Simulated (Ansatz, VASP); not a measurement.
## One calculation of Hf, two programs

The input INCAR:

```
SYSTEM = Hf
  PREC = Accurate
  ENCUT = 520
  EDIFF = 1E-6
  ISMEAR = 0
  SIGMA = 0.1
  LREAL = .False.
  LASPH = .True.
  NELM = 100
  ALGO = Normal
  ISIF = 2
  LWAVE = .False.
  LCHARG = .True.
  GGA = PS
  LELF = .True.
  LVHAR = .True.
  NBANDS = 11
```

Contents of KPOINTS:

```
regular mesh
0
Gamma
  16 16 16
  0 0 0
```

The input POSCAR:

```
Hf
1.0
   -1.7795584398      1.7795584398      1.7795584398
    1.7795584398     -1.7795584398      1.7795584398
    1.7795584398      1.7795584398     -1.7795584398
Hf
1
Direct
    0.0000000000      0.0000000000      0.0000000000
```

Input for Ansatz:

```yaml
crystal:
  lattice:
    - [-1.7795584398, 1.7795584398, 1.7795584398]
    - [1.7795584398, -1.7795584398, 1.7795584398]
    - [1.7795584398, 1.7795584398, -1.7795584398]
  atoms:
    - { symbol: Hf, position: [0.0, 0.0, 0.0] }
basis:
  ecutwfc: 420
kpoints:
  mp_grid: { grid: [16, 16, 16] }
hamiltonian:
  xc: pbesol
scf:
  occupations: { method: gaussian, width: 0.1 }
output:
  forces: true
  stress: true
  eigenvalues: true
```

Alike in both runs: task single point; functional PBEsol; k mesh 16 × 16 × 16; occupations gaussian, width 0.1 eV; no spin polarisation.

```csv
,VASP,Ansatz
version,VASP 6.6.1,Ansatz 0.2.0
potentials or method,"VASP PAW PBE potentials, release 64 (Hf_pv), cutoff 520 eV","scalar-relativistic, plane waves, PAW"
valence electrons in the cell,10,26
```

VASP gave:

```
gap on the k mesh at the Fermi level (eV) : none
pressure (GPa)                            : -6.0
```

What did Ansatz give for the same quantities?

gap on the k mesh at the Fermi level (eV): none; pressure (GPa): -5.7.

VASP's potentials were made for PBE, not for PBEsol. A gap of «none» marks a metal or a gap that the smearing closes. With one functional, cell and mesh, what is left measures potentials, basis and numerics. VASP's potentials hold 10 valence electrons a cell and Ansatz's 26, so a difference there can come from the potentials and not from the codes.

Spin-orbit coupling is off throughout.
